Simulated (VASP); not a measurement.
Runs of VASP 6.6.1 on LiF. The structure is that of space group Fm-3m (No. 225), or close to it. The cells are those of the table. 

```csv
task,cell,k mesh,cutoff (eV),smearing,gap on the mesh (eV),pressure (GPa),relaxed volume (Å³/atom)
relaxation of cell and atoms,"relaxed from a = 2.848 Å, angles 60.0°, 2 atoms","10 × 10 × 10, shifted",600,fermi-dirac 0.1 eV,9.87,0.0,7.39
single point,"a = 2.764 Å, angles 60.0°, 2 atoms","10 × 10 × 10, shifted",520,fermi-dirac 0.1 eV,9.77,-,-
single point,"a = 2.764 Å, angles 60.0°, 2 atoms",10 × 10 × 10,520,methfessel-paxton 0.15 eV,9.69,-,-
relaxation of cell and atoms,"relaxed from a = 2.848 Å, angles 60.0°, 2 atoms",10 × 10 × 10,600,methfessel-paxton 0.15 eV,(a),0.0,7.39
single point,"a = 2.764 Å, angles 60.0°, 2 atoms",16 × 16 × 16,520,fermi-dirac 0.08 eV,9.69,-,-
relaxation of cell and atoms,"relaxed from a = 2.848 Å, angles 60.0°, 2 atoms",16 × 16 × 16,600,fermi-dirac 0.08 eV,9.78,0.0,7.39
```

Alike in all rows: level LDA; potentials or basis VASP PAW LDA potentials, release 64 (Li_sv, F); no spin polarisation.

Q: Estimate the missing entries.

A: (a) 9.79.

Caveats: the cutoff is under 1.25 times the usual one of these potentials, so pressure, stress and relaxed cells hold a basis-set (Pulay) error; a shifted mesh leaves out Γ, where band edges can lie (at least some runs).

A k mesh can miss the band edges.
